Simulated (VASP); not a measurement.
# NaF (Fm-3m) in VASP: notebook

The runs below take NaF through single point, with LDA.

Everything below comes from runs of VASP 6.6.1. Logs are shortened: lines on timing, memory, paths and dates and some standing lists are left out, and cuts for length are marked.

### 1 The cell of the first run

The structure is cubic, space group Fm-3m (No. 225). Conventional cell: a = 4.510 Å, b = 4.510 Å, c = 4.510 Å, α = 90.00°, β = 90.00°, γ = 90.00°. Na (site symmetry m-3m) has 6 F at 2.26 Å within 3.0 Å. F (site symmetry m-3m) has 6 Na at 2.26 Å within 3.0 Å.

### 2 Single point, LDA (volume scaled by 0.96)

The input, INCAR:

```
PREC = Accurate ; ENCUT = 520
EDIFF = 1E-6 ; ISMEAR = -1
SIGMA = 0.03 ; LREAL = F
LASPH = T ; NELM = 80
ALGO = Normal ; ISIF = 2
LWAVE = F ; LCHARG = F
GGA = CA ; NBANDS = 14
```

The input, KPOINTS:

```
Automatic mesh
0
Gamma
  10 10 10
```

The input, POSCAR:

```
NaF
1.0
    0.0000000000      2.2550000806      2.2550000806
    2.2550000806      0.0000000000      2.2550000806
    2.2550000806      2.2550000806      0.0000000000
Na F
1 1
Direct
    0.0000000000      0.0000000000      0.0000000000
    0.5000000000      0.5000000000      0.5000000000
```

Potentials or basis: VASP PAW LDA potentials, release 64 (Na_pv, F).

The run is started by

```bash
> cat potpaw_LDA.64/Na_pv/POTCAR potpaw_LDA.64/F/POTCAR > POTCAR
> mpirun -np 1 vasp_std > vasp.out
```

OUTCAR:

```text
PREC = Accurate
   ENCUT = 520
   EDIFF = 1E-6
   ISMEAR = -1
   LREAL = F
   LASPH = T
   NELM = 80
   ISIF = 2
   GGA = CA

 ion  position               nearest neighbor table
   1  0.000  0.000  0.000-   2 2.26   2 2.26   2 2.26   2 2.26   2 2.26   2 2.26
   2  0.500  0.500  0.500-   1 2.26   1 2.26   1 2.26   1 2.26   1 2.26   1 2.26

  LATTYP: Found a face centered cubic cell.
 ALAT       =     4.5100001612

  Lattice vectors:

 A1 = (   0.0000000000,   2.2550000806,   2.2550000806)
 A2 = (   2.2550000806,   0.0000000000,   2.2550000806)
 A3 = (   2.2550000806,   2.2550000806,   0.0000000000)

Analysis of symmetry for initial positions (statically):
=====================================================================
 Subroutine PRICEL returns:
 Original cell was already a primitive cell.

 Routine SETGRP: Setting up the symmetry group for a
 face centered cubic supercell.

 Subroutine GETGRP returns: Found 48 space group operations
 (whereof 48 operations were pure point group operations)
 out of a pool of 48 trial point group operations.

The static configuration has the point symmetry O_h .

Analysis of symmetry for dynamics (positions and initial velocities):
=====================================================================
 Subroutine PRICEL returns:
 Original cell was already a primitive cell.

 Routine SETGRP: Setting up the symmetry group for a
 face centered cubic supercell.

 Subroutine GETGRP returns: Found 48 space group operations
 (whereof 48 operations were pure point group operations)
 out of a pool of 48 trial point group operations.

The dynamic configuration has the point symmetry O_h .

 Subroutine INISYM returns: Found 48 space group operations
 (whereof 48 operations are pure point group operations),
 and found     1 'primitive' translations

----------------------------------------------------------------------------------------

                                     Primitive cell

  volume of cell :      22.9335

  direct lattice vectors                    reciprocal lattice vectors
     0.000000000  2.255000081  2.255000081    -0.221729482  0.221729482  0.221729482
     2.255000081  0.000000000  2.255000081     0.221729482 -0.221729482  0.221729482
     2.255000081  2.255000081  0.000000000     0.221729482  0.221729482 -0.221729482

  length of vectors
     3.189051697  3.189051697  3.189051697     0.384046729  0.384046729  0.384046729

  position of ions in fractional coordinates (direct lattice)
     0.000000000  0.000000000  0.000000000
     0.500000000  0.500000000  0.500000000

  ion indices of the primitive-cell ions
   primitive index   ion index
                 1           1
                 2           2

----------------------------------------------------------------------------------------

 KPOINTS: Automatic mesh

Automatic generation of k-mesh.
 Grid dimensions read from file:
 generate k-points for:   10   10   10

 Generating k-lattice:

  Cartesian coordinates                     Fractional coordinates (reciprocal lattice)
    -0.022172948  0.022172948  0.022172948     0.100000000  0.000000000  0.000000000
     0.022172948 -0.022172948  0.022172948     0.000000000  0.100000000  0.000000000
     0.022172948  0.022172948 -0.022172948     0.000000000  0.000000000  0.100000000

  Length of vectors
     0.038404673  0.038404673  0.038404673

  Shift w.r.t. Gamma in fractional coordinates (k-lattice)
     0.000000000  0.000000000  0.000000000

 Subroutine IBZKPT returns following result:
 ===========================================

 Found     47 irreducible k-points:

 Following reciprocal coordinates:
            Coordinates               Weight
  0.000000  0.000000  0.000000      1.000000
  0.100000  0.000000  0.000000      8.000000
  0.200000  0.000000  0.000000      8.000000
  0.300000  0.000000  0.000000      8.000000
  0.400000  0.000000  0.000000      8.000000
  0.500000  0.000000  0.000000      4.000000
[... 16 lines left out ...]
  0.300000  0.300000  0.000000      6.000000
  0.400000  0.300000  0.000000     24.000000
 [... further k-points ...]
   k-points           NKPTS =     47   k-points in BZ     NKDIM =     47   number of bands    NBANDS=     14
   number of dos      NEDOS =    301   number of ions     NIONS =      2
   total plane-waves  NPLWV =  13824
   dimension x,y,z NGX =    24 NGY =   24 NGZ =   24
   dimension x,y,z NGXF=    48 NGYF=   48 NGZF=   48
   ions per type =               1   1
   NGX,Y,Z   is equivalent  to a cutoff of  12.51, 12.51, 12.51 a.u.
   NGXF,Y,Z  is equivalent  to a cutoff of  25.02, 25.02, 25.02 a.u.
 SYSTEM =  unknown system
   PREC   = accura    normal or accurate (medium, high low for compatibility)
   ISTART =      0    job   : 0-new  1-cont  2-samecut
   ICHARG =      2    charge: 1-file 2-atom 10-const
   ISPIN  =      1    spin polarized calculation?
   LNONCOLLINEAR =      F non collinear calculations
   LSORBIT =      F    spin-orbit coupling
   LASPH  =      T    aspherical Exc in radial PAW
   ENCUT  =  520.0 eV  38.22 Ry    6.18 a.u.   5.93  5.93  5.93*2*pi/ulx,y,z
   NELM   =     80;   NELMIN=  2; NELMDL= -5     # of ELM steps
   EDIFF  = 0.1E-05   stopping-criterion for ELM
   LREAL  =      F    real-space projection
   EDIFFG = 0.1E-04   stopping-criterion for IOM
   NSW    =      0    number of steps for IOM
   IBRION =     -1    ionic relax: 0-MD 1-quasi-New 2-CG
   NFREE  =      0    steps in history (QN), initial steepest desc. (CG)
   ISIF   =      2    stress and relaxation
   ISYM   =      2    0-nonsym 1-usesym 2-fastsym
   POTIM  = 0.5000    time-step for ionic-motion
   TEBEG  =    0.0;   TEEND  =   0.0 temperature during run
   PSTRESS=    0.0 pullay stress
   NELECT =      14.0000    total number of electrons
   NUPDOWN=      -1.0000    fix difference up-down
   EMIN   =  10.00;   EMAX   =-10.00  energy-range for DOS
   EFERMI =   0.00;   METHOD = LEGACY
   ISMEAR =    -1;   SIGMA  =   0.03  broadening in eV -4-tet -1-fermi 0-gaus
   EFERMI_NEDOS =   21; number of points for ismear=-14 and -15
   IALGO  =     38    algorithm
   IMIX   =      4    mixing-type and parameters
     AMIX     =   0.40;   BMIX     =  1.00
     AMIX_MAG =   1.60;   BMIX_MAG =  1.00
  volume/ion in A,a.u.               =      11.47        77.38
  Fermi-wavevector in a.u.,A,eV,Ry     =   1.388761  2.624378 26.240986  1.928658
  Thomas-Fermi vector in A             =   2.512857
   LORBIT       =      0    0 simple, 1 ext, 2 COOP (PROOUT), +10 PAW based schemes
   GGA     = CA    functional components
   LHFCALC =     F    Hartree Fock is set to
   AEXX    =    0.0000 exact exchange contribution
   IVDW    =     0    specifies the selected vdW correction
   LEPSILON=     F    determine dielectric tensor
   LRPA    =     F    only Hartree local field effects (RPA)
 non-spin polarized calculation
  energy-cutoff  :      520.00
  volume of cell :       22.93
 maximum number of plane-waves:       636
   NGX = 11   NGY = 11   NGZ = 11

 number of electron      14.0000020 magnetization

 Free energy of the ion-electron system (eV)
  ---------------------------------------------------
  ext. energy  EPLUGINS =         0.00000000
  ---------------------------------------------------
  free energy    TOTEN  =        -9.33266907 eV

  energy without entropy =       -9.33266907  energy(sigma->0) =       -9.33266907

 E-fermi :  -1.3974     XC(G=0): -10.3590

 val. band max:       -2.1354370376   @ k =   0.0000   0.0000   0.0000
 cond. band min:       4.2716348529   @ k =   0.0000   0.0000   0.0000
 fundamental gap:      6.4070718905
 Fermi energy:        -1.3973890026

 k-point     1 :       0.0000    0.0000    0.0000
  band No.  band energies     occupation
      1     -21.0484      2.00000
      2     -20.6694      2.00000
      3     -20.6694      2.00000
      4     -20.6694      2.00000
      5      -2.1354      2.00000
      6      -2.1354      2.00000
      7      -2.1354      2.00000
      8       4.2716      0.00000
      9      16.9600      0.00000
     10      16.9600      0.00000
     11      16.9600      0.00000
     12      19.9461      0.00000
     13      22.2685      0.00000
     14      22.2685      0.00000

 k-point     2 :       0.1000    0.0000    0.0000
  band No.  band energies     occupation
      1     -21.2079      2.00000
      2     -20.6710      2.00000
      3     -20.6710      2.00000
      4     -20.4921      2.00000
      5      -2.3669      2.00000
      6      -2.1661      2.00000
      7      -2.1661      2.00000
      8       4.6566      0.00000
      9      15.6397      0.00000
     10      17.1391      0.00000
     11      17.1391      0.00000
     12      21.5016      0.00000
     13      21.9059      0.00000
     14      21.9059      0.00000

 k-point     3 :       0.2000    0.0000    0.0000
  band No.  band energies     occupation
      1     -21.4356      2.00000
      2     -20.6749      2.00000
      3     -20.6749      2.00000
      4     -20.2167      2.00000
      5      -2.8959      2.00000
      6      -2.2454      2.00000
      7      -2.2454      2.00000
      8       5.6305      0.00000
      9      13.8642      0.00000
     10      17.5999      0.00000
     11      17.5999      0.00000
     12      21.3162      0.00000
     13      21.3162      0.00000
     14      22.9786      0.00000
[... 324 lines left out ...]
 k-point    23 :       0.3000    0.3000    0.0000
  band No.  band energies     occupation
      1     -21.3609      2.00000
      2     -20.7179      2.00000
      3     -20.7179      2.00000
      4     -20.2168      2.00000
      5      -3.3742      2.00000
      6      -2.4503      2.00000
      7      -2.4503      2.00000
      8       7.6967      0.00000
      9      12.1098      0.00000
     10      16.1895      0.00000
     11      17.8560      0.00000
     12      17.8560      0.00000
     13      24.5698      0.00000
     14      24.6560      0.00000

 k-point    24 :       0.4000    0.3000    0.0000
  band No.  band energies     occupation
      1     -21.3265      2.00000
      2     -20.7367      2.00000
      3     -20.7253      2.00000
      4     -20.2303      2.00000
      5      -3.4964      2.00000
      6      -2.5766      2.00000
      7      -2.5106      2.00000
      8       8.7223      0.00000
      9      11.5810      0.00000
     10      15.0384      0.00000
     11      17.9980      0.00000
     12      18.0426      0.00000
     13      24.2873      0.00000
     14      25.0845      0.00000

 [... further k-points ...]
[... 5 lines left out ...]
  --------------------------------------------------------------------------------------
  -------------------------------------------------------------------------------------
  Total       -0.0468309     -0.0468309     -0.0468309      0.0000000      0.0000000     -0.0000000
  in kB       -3.2716977     -3.2716977     -3.2716977      0.0000000      0.0000000     -0.0000000
  external PRESSURE =      -3.2716977 kB  Pullay stress =       0.0000000 kB

 VOLUME and BASIS-vectors are now :
 -----------------------------------------------------------------------------
  energy-cutoff  :      520.00
  volume of cell :       22.93
      direct lattice vectors                 reciprocal lattice vectors
     0.000000000  2.255000081  2.255000081    -0.221729482  0.221729482  0.221729482
     2.255000081  0.000000000  2.255000081     0.221729482 -0.221729482  0.221729482
     2.255000081  2.255000081  0.000000000     0.221729482  0.221729482 -0.221729482

 POSITION                                       TOTAL-FORCE (eV/Angst)
 -----------------------------------------------------------------------------------
      0.00000      0.00000      0.00000         0.000000      0.000000      0.000000
      2.25500      2.25500      2.25500        -0.000000     -0.000000     -0.000000
 -----------------------------------------------------------------------------------
    total drift:                                0.000000     -0.000000      0.000000

  FREE ENERGIE OF THE ION-ELECTRON SYSTEM (eV)
  ---------------------------------------------------
  free  energy   TOTEN  =        -9.3326690727 eV

  energy  without entropy=       -9.3326690727  energy(sigma->0) =       -9.33266907
```

Wall time 5 s (1 thread of Intel Xeon Platinum 8488C (Sapphire Rapids), shared host); peak memory 0.12 GiB.

Results:

```yaml
Free_energy: -9.3327 eV
Pressure: -0.3 GPa
Band_gap_on_the_k_mesh: 6.41 eV, direct
```

Caveat: the cell differs from its parent crystal (volume scaled by 0.96). A k mesh can miss the band edges.

### 3 Single point, LDA (volume scaled by 0.98)

The input, INCAR:

```
ALGO     = Normal         # electronic algorithm
EDIFF    = 1E-7           # SCF threshold, eV
ENCUT    = 520            # plane-wave cutoff, eV
ISIF     = 2              # what is computed and relaxed
ISMEAR   = -1             # smearing method
LASPH    = T              # aspherical terms in the spheres
LCHARG   = T              # write CHGCAR
LELF     = T              # ELF
LREAL    = F              # projectors in reciprocal space
LVHAR    = T            
LWAVE    = F              # write WAVECAR
NBANDS   = 14             # bands
NELM     = 80             # most SCF steps
PREC     = Accurate       # precision mode
SIGMA    = 0.03           # smearing width, eV
```

The input, KPOINTS:

```
k-points
0
Gamma
  10 10 10
```

The input, POSCAR:

```
NaF
1.0
    0.0000000000      2.2705522967      2.2705522967
    2.2705522967      0.0000000000      2.2705522967
    2.2705522967      2.2705522967      0.0000000000
Na F
1 1
Direct
    0.0000000000      0.0000000000      0.0000000000
    0.5000000000      0.5000000000      0.5000000000
```

Potentials or basis: VASP PAW LDA potentials, release 64 (Na_pv, F).

The run is started by

```bash
> cat potpaw_LDA.64/Na_pv/POTCAR potpaw_LDA.64/F/POTCAR > POTCAR
> mpirun -np 1 vasp_std > vasp.out
```

Wall time 5.7 s (1 thread of Intel Xeon Platinum 8488C (Sapphire Rapids), shared host); peak memory 0.12 GiB.

It converged, with:

```yaml
Free_energy: -9.3307 eV
Pressure: -1.5 GPa
Band_gap_on_the_k_mesh: 6.29 eV, direct
```

Levels at points of the mesh, in eV from the valence-band top:
| k point | band 3 | band 4 | band 5 | band 6 | band 7 | band 8 | band 9 | band 10 | band 11 | band 12 |
| --- | --- | --- | --- | --- | --- | --- | --- | --- | --- | --- |
| (0.00, 0.00, 0.00) | -18.59 | -18.59 | 0.00 | 0.00 | 0.00 | 6.29 | 18.95 | 18.95 | 18.95 | 21.89 |
| (0.50, 0.00, 0.00) | -18.60 | -17.67 | -1.80 | -0.30 | -0.30 | 10.75 | 12.61 | 20.32 | 20.32 | 23.18 |
| (0.50, 0.50, 0.00) | -18.66 | -18.55 | -1.43 | -0.45 | -0.45 | 13.03 | 13.25 | 13.84 | 20.11 | 20.11 |

Caveat: the cell differs from its parent crystal (volume scaled by 0.98). A k mesh can miss the band edges.

### 4 Single point, LDA

This run uses another cell than the first one, of 11.94 Å³/atom, 1.042 times its volume.

The input, INCAR:

```
SYSTEM = NaF
ALGO     = Normal         ! electronic algorithm
EDIFF    = 1E-6           ! SCF threshold, eV
ENCUT    = 520            ! plane-wave cutoff, eV
ISIF     = 2              ! what is computed and relaxed
ISMEAR   = -1             ! smearing method
LASPH    = .TRUE.         ! aspherical terms in the spheres
LCHARG   = .FALSE.        ! write CHGCAR
LREAL    = .FALSE.        ! projectors in reciprocal space
LWAVE    = .FALSE.        ! write WAVECAR
NBANDS   = 14             ! bands
NELM     = 80             ! most SCF steps
PREC     = Accurate       ! precision mode
SIGMA    = 0.03           ! smearing width, eV
```

The input, KPOINTS:

```
k-points
0
G
  10 10 10
  0 0 0
```

The input, POSCAR:

```
NaF
1.0
    0.0000000000      2.2858943317      2.2858943317
    2.2858943317      0.0000000000      2.2858943317
    2.2858943317      2.2858943317      0.0000000000
Na F
1 1
Direct
    0.0000000000      0.0000000000      0.0000000000
    0.5000000000      0.5000000000      0.5000000000
```

The run is started by

```bash
> cat potpaw_LDA.64/Na_pv/POTCAR potpaw_LDA.64/F/POTCAR > POTCAR
> mpirun -np 1 vasp_std > vasp.out
```

Wall time 5 s (1 thread of Intel Xeon Platinum 8488C (Sapphire Rapids), shared host); peak memory 0.12 GiB.

Results (log left out):

- Free energy: -9.3254 eV
- Pressure: -2.6 GPa
- Band gap on the k mesh: 6.17 eV, direct

Levels at points of the mesh, in eV from the valence-band top:
```
           k point  band 3  band 4  band 5  band 6  band 7  band 8  band 9  band 10  band 11  band 12
(0.00, 0.00, 0.00)  -18.65  -18.65    0.00    0.00    0.00    6.17   18.81    18.81    18.81    21.71
(0.50, 0.00, 0.00)  -18.66  -17.72   -1.76   -0.29   -0.29   10.63   12.44    20.10    20.10    22.94
(0.50, 0.50, 0.00)  -18.71  -18.53   -1.39   -0.44   -0.44   12.97   13.08    13.64    19.84    19.84
```

A k mesh can miss the band edges. As with any semilocal functional, this LDA gap is likely too small.

### 5 Single point, LDA (volume scaled by 1.02)

The input, INCAR:

```
ALGO = Normal
EDIFF = 1E-6
ENCUT = 520
ISIF = 2
ISMEAR = -1
LASPH = True
LCHARG = False
LREAL = False
LWAVE = False
NBANDS = 14
NELM = 60
PREC = Accurate
SIGMA = 0.03
```

The input, KPOINTS:

```
k-points
0
Gamma
  10 10 10
```

The input, POSCAR:

```
NaF
1.0
    0.0000000000      2.3010331459      2.3010331459
    2.3010331459      0.0000000000      2.3010331459
    2.3010331459      2.3010331459      0.0000000000
Na F
1 1
Direct
    0.0000000000      0.0000000000      0.0000000000
    0.5000000000      0.5000000000      0.5000000000
```

The run is started by

```bash
> cat potpaw_LDA.64/Na_pv/POTCAR potpaw_LDA.64/F/POTCAR > POTCAR
> mpirun -np 1 vasp_std > vasp.out
```

It took 5.3 s on 1 thread of Intel Xeon Platinum 8488C (Sapphire Rapids), shared host; peak memory 0.12 GiB.

The run converged. Its results:

```yaml
Free_energy: -9.3171 eV
Pressure: -3.5 GPa
Band_gap_on_the_k_mesh: 6.07 eV, direct
```

Levels at points of the mesh, in eV from the valence-band top:
```
           k point  band 4  band 5  band 6  band 7  band 8  band 9  band 10  band 11
(0.00, 0.00, 0.00)  -18.70    0.00    0.00    0.00    6.07   18.68    18.68    18.68
(0.50, 0.00, 0.00)  -17.77   -1.71   -0.28   -0.28   10.51   12.27    19.89    19.89
(0.50, 0.50, 0.00)  -18.51   -1.36   -0.43   -0.43   12.91   12.92    13.44    19.59
```

Caveat: the cell differs from its parent crystal (volume scaled by 1.02). A k mesh can miss the band edges.

### 6 Single point, LDA (volume scaled by 1.04)

The input, INCAR:

```
SYSTEM = NaF
PREC = Accurate
ENCUT = 520
EDIFF = 1E-6
ISMEAR = -1
SIGMA = 0.03
LREAL = .FALSE.
LASPH = .TRUE.
NELM = 60
ALGO = Normal
ISIF = 2
LWAVE = .FALSE.
LCHARG = .FALSE.
GGA = CA
NBANDS = 14
```

The input, KPOINTS:

```
Automatic mesh
0
G
  10 10 10
  0 0 0
```

The input, POSCAR:

```
NaF
1.0
    0.0000000000      2.3159753383      2.3159753383
    2.3159753383      0.0000000000      2.3159753383
    2.3159753383      2.3159753383      0.0000000000
Na F
1 1
Direct
    0.0000000000      0.0000000000      0.0000000000
    0.5000000000      0.5000000000      0.5000000000
```

Potentials or basis: VASP PAW LDA potentials, release 64 (Na_pv, F).

The run is started by

```bash
> cat potpaw_LDA.64/Na_pv/POTCAR potpaw_LDA.64/F/POTCAR > POTCAR
> mpirun -np 1 vasp_std > vasp.out
```

It took 5.2 s on 1 thread of Intel Xeon Platinum 8488C (Sapphire Rapids), shared host; peak memory 0.13 GiB.

Results (log left out):

```
Free energy            : -9.3061 eV
Pressure               : -4.4 GPa
Band gap on the k mesh : 5.96 eV, direct
```

Levels at points of the mesh, in eV from the valence-band top:
```tsv
k point	band 5	band 6	band 7	band 8	band 9	band 10
(0.00, 0.00, 0.00)	0.00	0.00	0.00	5.96	18.54	18.54
(0.50, 0.00, 0.00)	-1.67	-0.27	-0.27	10.39	12.11	19.68
(0.50, 0.50, 0.00)	-1.33	-0.42	-0.42	12.76	12.84	13.25
```

Caveat: the cell differs from its parent crystal (volume scaled by 1.04).

### 7 Overview

| cell | gap on the mesh (eV) | pressure (GPa) |
| --- | --- | --- |
| a = 3.189 Å, angles 60.0°, 2 atoms | 6.41 | -0.3 |
| a = 3.211 Å, angles 60.0°, 2 atoms | 6.29 | -1.5 |
| a = 3.233 Å, angles 60.0°, 2 atoms | 6.17 | -2.6 |
| a = 3.254 Å, angles 60.0°, 2 atoms | 6.07 | -3.5 |
| a = 3.275 Å, angles 60.0°, 2 atoms | 5.96 | -4.4 |

Alike in all rows: task single point; level LDA; potentials or basis VASP PAW LDA potentials, release 64 (Na_pv, F); no spin polarisation; k mesh 10 × 10 × 10; cutoff (eV) 520; smearing fermi-dirac 0.03 eV.

Absolute energies hang on the potentials; compare differences alone.
